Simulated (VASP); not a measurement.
# Zn3CdTe4 (Pmm2) in VASP: single point with PBE

Aim: the single point of Zn3CdTe4 with PBE.

All numbers are computed with VASP 6.6.1; they aren't measurements. Logs are shortened: lines on timing, memory, paths and dates and some standing lists are left out, and cuts for length are marked.

**1. The cell of the first run**

It takes space group Pmm2 (No. 25, orthorhombic). The conventional cell has a = 4.392 Å, b = 8.810 Å, c = 6.231 Å, α = 90.00°, β = 90.00°, γ = 90.00°. Within 3.5 Å of Zn (site symmetry m) lie 4 Te at 2.66 to 2.67 Å. Within 3.5 Å of Zn (site symmetry mm2) lie 4 Te at 2.65 to 2.67 Å. Within 3.7 Å of Cd (site symmetry mm2) lie 4 Te at 2.81 to 2.82 Å. Te (site symmetry m) has 3 Zn at 2.65 to 2.66 Å and 1 Cd at 2.82 Å within 3.5 Å. Te (site symmetry mm2) has 4 Zn at 2.67 Å within 3.5 Å. Te (site symmetry mm2) has 2 Zn at 2.66 Å and 2 Cd at 2.81 Å within 3.5 Å.

**2. Single point, PBE (30.14 Å³/atom)**

INCAR

```
  PREC = Accurate
  ENCUT = 520
  EDIFF = 1E-6
  ISMEAR = 0
  SIGMA = 0.02
  LREAL = F
  LASPH = T
  NELM = 80
  ALGO = Normal
  ISIF = 2
  LWAVE = F
  LCHARG = F
  GGA = PE
  NBANDS = 46
```

KPOINTS

```
regular mesh
0
Gamma
  6 4 4
```

POSCAR

```
Zn3CdTe4
1.0
    4.3918243484      0.0000000000      0.0000000000
    0.0000000000      8.8099880508      0.0000000000
    0.0000000000      0.0000000000      6.2312251703
Zn Cd Te
3 1 4
Direct
    0.0000000000      0.7583781247      0.0003875655
    0.5000000000      0.0000000000      0.5002821126
    0.0000000000      0.2416218753      0.0003875655
    0.5000000000      0.5000000000      0.5014526734
    0.5000000000      0.7622699356      0.7595750002
    0.0000000000      0.0000000000      0.2577300484
    0.5000000000      0.2377300644      0.7595750002
    0.0000000000      0.5000000000      0.2206100341
```

Potentials or basis: VASP PAW PBE potentials, release 64 (Zn, Cd, Te).

Run with:

```bash
> cat potpaw_PBE.64/Zn/POTCAR potpaw_PBE.64/Cd/POTCAR potpaw_PBE.64/Te/POTCAR > POTCAR
> mpirun -np 1 vasp_std > vasp.out
```

OUTCAR:

```text
PREC = Accurate
   ENCUT = 520
   EDIFF = 1E-6
   ISMEAR = 0
   LREAL = F
   LASPH = T
   NELM = 80
   ISIF = 2
   GGA = PE

 ion  position               nearest neighbor table
   1  0.000  0.758  0.000-   8 2.66   5 2.66   5 2.66   6 2.67
   2  0.500  0.000  0.500-   5 2.65   7 2.65   6 2.67   6 2.67
   3  0.000  0.242  0.000-   8 2.66   7 2.66   7 2.66   6 2.67
   4  0.500  0.500  0.501-   8 2.81   8 2.81   5 2.82   7 2.82
   5  0.500  0.762  0.760-   2 2.65   1 2.66   1 2.66   4 2.82
   6  0.000  0.000  0.258-   1 2.67   3 2.67   2 2.67   2 2.67
   7  0.500  0.238  0.760-   2 2.65   3 2.66   3 2.66   4 2.82
   8  0.000  0.500  0.221-   1 2.66   3 2.66   4 2.81   4 2.81

  LATTYP: Found a simple orthorhombic cell.
 ALAT       =     4.3918243484
 B/A-ratio  =     1.4188238591
 C/A-ratio  =     2.0059973605

  Lattice vectors:

 A1 = (  -4.3918243484,   0.0000000000,   0.0000000000)
 A2 = (   0.0000000000,   0.0000000000,   6.2312251703)
 A3 = (   0.0000000000,   8.8099880508,   0.0000000000)

Analysis of symmetry for initial positions (statically):
=====================================================================
 Subroutine PRICEL returns:
 Original cell was already a primitive cell.

 Routine SETGRP: Setting up the symmetry group for a
 simple orthorhombic supercell.

 Subroutine GETGRP returns: Found  4 space group operations
 (whereof  4 operations were pure point group operations)
 out of a pool of  8 trial point group operations.

The static configuration has the point symmetry C_2v.

Analysis of symmetry for dynamics (positions and initial velocities):
=====================================================================
 Subroutine PRICEL returns:
 Original cell was already a primitive cell.

 Routine SETGRP: Setting up the symmetry group for a
 simple orthorhombic supercell.

 Subroutine GETGRP returns: Found  4 space group operations
 (whereof  4 operations were pure point group operations)
 out of a pool of  8 trial point group operations.

The dynamic configuration has the point symmetry C_2v.

 Subroutine INISYM returns: Found  4 space group operations
 (whereof  4 operations are pure point group operations),
 and found     1 'primitive' translations

----------------------------------------------------------------------------------------

                                     Primitive cell

  volume of cell :     241.0981

  direct lattice vectors                    reciprocal lattice vectors
     4.391824348  0.000000000  0.000000000     0.227695809  0.000000000  0.000000000
     0.000000000  8.809988051  0.000000000     0.000000000  0.113507532  0.000000000
     0.000000000  0.000000000  6.231225170     0.000000000  0.000000000  0.160482084

  length of vectors
     4.391824348  8.809988051  6.231225170     0.227695809  0.113507532  0.160482084

  position of ions in fractional coordinates (direct lattice)
     0.000000000  0.758378125  0.000387565
     0.500000000  0.000000000  0.500282113
     0.000000000  0.241621875  0.000387565
     0.500000000  0.500000000  0.501452673
     0.500000000  0.762269936  0.759575000
     0.000000000  0.000000000  0.257730048
     0.500000000  0.237730064  0.759575000
     0.000000000  0.500000000  0.220610034

  ion indices of the primitive-cell ions
   primitive index   ion index
                 1           1
                 2           2
                 3           3
                 4           4
                 5           5
                 6           6
                 7           7
                 8           8

----------------------------------------------------------------------------------------

 KPOINTS: regular mesh

Automatic generation of k-mesh.
 Grid dimensions read from file:
 generate k-points for:    6    4    4

 Generating k-lattice:

  Cartesian coordinates                     Fractional coordinates (reciprocal lattice)
     0.037949302  0.000000000  0.000000000     0.166666667  0.000000000  0.000000000
     0.000000000  0.028376883  0.000000000     0.000000000  0.250000000  0.000000000
     0.000000000  0.000000000  0.040120521     0.000000000  0.000000000  0.250000000

  Length of vectors
     0.037949302  0.028376883  0.040120521

  Shift w.r.t. Gamma in fractional coordinates (k-lattice)
     0.000000000  0.000000000  0.000000000

 Subroutine IBZKPT returns following result:
 ===========================================

 Found     36 irreducible k-points:

 Following reciprocal coordinates:
            Coordinates               Weight
  0.000000  0.000000  0.000000      1.000000
  0.166667  0.000000  0.000000      2.000000
  0.333333  0.000000  0.000000      2.000000
  0.500000  0.000000  0.000000      1.000000
  0.000000  0.250000  0.000000      2.000000
  0.166667  0.250000  0.000000      4.000000
[... 16 lines left out ...]
  0.333333  0.500000  0.250000      4.000000
  0.500000  0.500000  0.250000      2.000000
 [... further k-points ...]
   k-points           NKPTS =     36   k-points in BZ     NKDIM =     36   number of bands    NBANDS=     46
   number of dos      NEDOS =    301   number of ions     NIONS =      8
   total plane-waves  NPLWV = 120960
   dimension x,y,z NGX =    36 NGY =   70 NGZ =   48
   dimension x,y,z NGXF=    72 NGYF=  140 NGZF=   96
   ions per type =               3   1   4
   NGX,Y,Z   is equivalent  to a cutoff of  13.63, 13.21, 12.81 a.u.
   NGXF,Y,Z  is equivalent  to a cutoff of  27.25, 26.42, 25.61 a.u.
 SYSTEM =  unknown system
   PREC   = accura    normal or accurate (medium, high low for compatibility)
   ISTART =      0    job   : 0-new  1-cont  2-samecut
   ICHARG =      2    charge: 1-file 2-atom 10-const
   ISPIN  =      1    spin polarized calculation?
   LNONCOLLINEAR =      F non collinear calculations
   LSORBIT =      F    spin-orbit coupling
   LASPH  =      T    aspherical Exc in radial PAW
   ENCUT  =  520.0 eV  38.22 Ry    6.18 a.u.   8.17 16.38 11.59*2*pi/ulx,y,z
   NELM   =     80;   NELMIN=  2; NELMDL= -5     # of ELM steps
   EDIFF  = 0.1E-05   stopping-criterion for ELM
   LREAL  =      F    real-space projection
   EDIFFG = 0.1E-04   stopping-criterion for IOM
   NSW    =      0    number of steps for IOM
   IBRION =     -1    ionic relax: 0-MD 1-quasi-New 2-CG
   NFREE  =      0    steps in history (QN), initial steepest desc. (CG)
   ISIF   =      2    stress and relaxation
   ISYM   =      2    0-nonsym 1-usesym 2-fastsym
   POTIM  = 0.5000    time-step for ionic-motion
   TEBEG  =    0.0;   TEEND  =   0.0 temperature during run
   PSTRESS=    0.0 pullay stress
   NELECT =      72.0000    total number of electrons
   NUPDOWN=      -1.0000    fix difference up-down
   EMIN   =  10.00;   EMAX   =-10.00  energy-range for DOS
   EFERMI =   0.00;   METHOD = LEGACY
   ISMEAR =     0;   SIGMA  =   0.02  broadening in eV -4-tet -1-fermi 0-gaus
   EFERMI_NEDOS =   21; number of points for ismear=-14 and -15
   IALGO  =     38    algorithm
   IMIX   =      4    mixing-type and parameters
     AMIX     =   0.40;   BMIX     =  1.00
     AMIX_MAG =   1.60;   BMIX_MAG =  1.00
  volume/ion in A,a.u.               =      30.14       203.38
  Fermi-wavevector in a.u.,A,eV,Ry     =   1.094261  2.067854 16.291726  1.197408
  Thomas-Fermi vector in A             =   2.230563
   LORBIT       =      0    0 simple, 1 ext, 2 COOP (PROOUT), +10 PAW based schemes
   GGA     = PE    functional components
   LHFCALC =     F    Hartree Fock is set to
   AEXX    =    0.0000 exact exchange contribution
   IVDW    =     0    specifies the selected vdW correction
   LEPSILON=     F    determine dielectric tensor
   LRPA    =     F    only Hartree local field effects (RPA)
 non-spin polarized calculation
 Gauss-broadening in eV      SIGMA  =   0.02
  energy-cutoff  :      520.00
  volume of cell :      241.10
 maximum number of plane-waves:      6532
 NGX is ok and might be reduce to    36
   NGX = 17   NGY = 33   NGZ = 23

 number of electron      71.9999981 magnetization

 Free energy of the ion-electron system (eV)
  ---------------------------------------------------
  ext. energy  EPLUGINS =         0.00000000
  ---------------------------------------------------
  free energy    TOTEN  =       -20.27833931 eV

  energy without entropy =      -20.27833931  energy(sigma->0) =      -20.27833931

 E-fermi :   2.9790     XC(G=0):  -8.8007

 val. band max:        2.8845220229   @ k =   0.0000   0.0000   0.0000
 cond. band min:       3.8765532684   @ k =   0.0000   0.0000   0.0000
 fundamental gap:      0.9920312456
 Fermi energy:         2.9789655273

 k-point     1 :       0.0000    0.0000    0.0000
  band No.  band energies     occupation
      1      -8.7038      2.00000
      2      -8.0041      2.00000
      3      -7.9407      2.00000
      4      -7.7084      2.00000
      5      -5.3692      2.00000
      6      -5.2724      2.00000
[... 38 lines left out ...]
     45       8.0756      0.00000
     46       8.4113      0.00000

 k-point     2 :       0.1667    0.0000    0.0000
  band No.  band energies     occupation
      1      -8.5927      2.00000
      2      -7.9366      2.00000
      3      -7.8875      2.00000
      4      -7.7119      2.00000
      5      -5.3571      2.00000
      6      -5.2552      2.00000
[... 38 lines left out ...]
     45       7.4753      0.00000
     46       7.8985      0.00000

 k-point     3 :       0.3333    0.0000    0.0000
  band No.  band energies     occupation
      1      -8.3067      2.00000
      2      -7.8016      2.00000
      3      -7.7925      2.00000
      4      -7.7487      2.00000
      5      -5.3154      2.00000
      6      -5.2545      2.00000
[... 38 lines left out ...]
     45       8.2625      0.00000
     46       8.5152      0.00000

 k-point     4 :       0.5000    0.0000    0.0000
  band No.  band energies     occupation
      1      -7.9957      2.00000
      2      -7.9734      2.00000
      3      -7.7152      2.00000
      4      -7.7130      2.00000
      5      -5.2858      2.00000
      6      -5.2619      2.00000
[... 920 lines left out ...]
     45       8.1907      0.00000
     46       8.2219      0.00000

 k-point    23 :       0.3333    0.5000    0.2500
  band No.  band energies     occupation
      1      -8.1088      2.00000
      2      -8.0086      2.00000
      3      -7.7902      2.00000
      4      -7.7529      2.00000
      5      -5.3040      2.00000
      6      -5.2561      2.00000
[... 38 lines left out ...]
     45       8.4562      0.00000
     46       8.5245      0.00000

 k-point    24 :       0.5000    0.5000    0.2500
  band No.  band energies     occupation
      1      -7.9008      2.00000
      2      -7.8640      2.00000
      3      -7.8508      2.00000
      4      -7.7815      2.00000
      5      -5.2751      2.00000
      6      -5.2575      2.00000
[... 38 lines left out ...]
     45       9.0188      0.00000
     46       9.0316      0.00000

 [... further k-points ...]

------------------------ aborting loop because EDIFF is reached ----------------------------------------

  FORCE on cell =-STRESS in cart. coord.  units (eV):
  Direction    XX          YY          ZZ          XY          YZ          ZX
  --------------------------------------------------------------------------------------
  -------------------------------------------------------------------------------------
  Total        2.1635010      2.1572279      2.1691958      0.0000000      0.0000000      0.0000000
  in kB       14.3771884     14.3355015     14.4150318      0.0000000      0.0000000      0.0000000
  external PRESSURE =      14.3759072 kB  Pullay stress =       0.0000000 kB

 VOLUME and BASIS-vectors are now :
 -----------------------------------------------------------------------------
  energy-cutoff  :      520.00
  volume of cell :      241.10
      direct lattice vectors                 reciprocal lattice vectors
     4.391824348  0.000000000  0.000000000     0.227695809  0.000000000  0.000000000
     0.000000000  8.809988051  0.000000000     0.000000000  0.113507532  0.000000000
     0.000000000  0.000000000  6.231225170     0.000000000  0.000000000  0.160482084

 POSITION                                       TOTAL-FORCE (eV/Angst)
 -----------------------------------------------------------------------------------
      0.00000      6.68130      0.00242        -0.000000     -0.002828     -0.000243
      2.19591      0.00000      3.11737         0.000000      0.000000     -0.002305
      0.00000      2.12869      0.00242        -0.000000      0.002828     -0.000243
      2.19591      4.40499      3.12466         0.000000      0.000000      0.001877
      2.19591      6.71559      4.73308         0.000000      0.004354      0.004677
      0.00000      0.00000      1.60597         0.000000      0.000000      0.000885
      2.19591      2.09440      4.73308         0.000000     -0.004354      0.004677
      0.00000      4.40499      1.37467         0.000000      0.000000     -0.009325
 -----------------------------------------------------------------------------------
    total drift:                                0.000000      0.000000     -0.000245

  FREE ENERGIE OF THE ION-ELECTRON SYSTEM (eV)
  ---------------------------------------------------
  free  energy   TOTEN  =       -20.2783393082 eV

  energy  without entropy=      -20.2783393082  energy(sigma->0) =      -20.27833931
```

Run time: 10 min. Hardware: 1 thread of Oxide Virtual Turin-like, shared host; peak memory 0.53 GiB.

Results:

```
Free energy            : -20.2783 eV
Pressure               : 1.4 GPa
Largest force          : 0.009 eV/Å
Band gap on the k mesh : 0.99 eV
```

Forces in eV/Å, atoms in the order of the input:
```
Zn   0.000 -0.003  0.000
Zn   0.000  0.000 -0.002
Zn   0.000  0.003  0.000
Cd   0.000  0.000  0.002
Te   0.000  0.004  0.005
Te   0.000  0.000  0.001
Te   0.000 -0.004  0.005
Te   0.000  0.000 -0.009
```

Levels at points of the mesh, in eV from the valence-band top:
```csv
k point,band 33,band 34,band 35,band 36,band 37,band 38,band 39,band 40
"(0.00, 0.00, 0.00)",-0.81,-0.06,-0.03,0.00,0.99,2.31,2.38,2.97
"(0.50, 0.00, 0.00)",-2.02,-1.98,-1.04,-0.80,2.22,2.43,2.46,2.48
"(0.00, 0.50, 0.00)",-1.01,-0.85,-0.32,-0.11,2.38,2.46,2.48,3.07
"(0.50, 0.50, 0.00)",-1.94,-1.91,-1.87,-1.61,2.88,3.10,3.18,3.35
"(0.00, 0.00, 0.50)",-0.97,-0.90,-0.85,-0.62,1.71,1.74,2.60,2.82
"(0.50, 0.00, 0.50)",-0.99,-0.89,-0.86,-0.76,1.65,1.78,4.24,4.39
"(0.00, 0.50, 0.50)",-1.16,-1.16,-1.06,-0.68,2.44,2.52,2.59,2.83
"(0.50, 0.50, 0.50)",-1.46,-1.43,-1.43,-1.38,3.20,3.21,3.26,3.26
```

Caveat: spin-orbit coupling is left out, which moves the levels of the heavy elements.
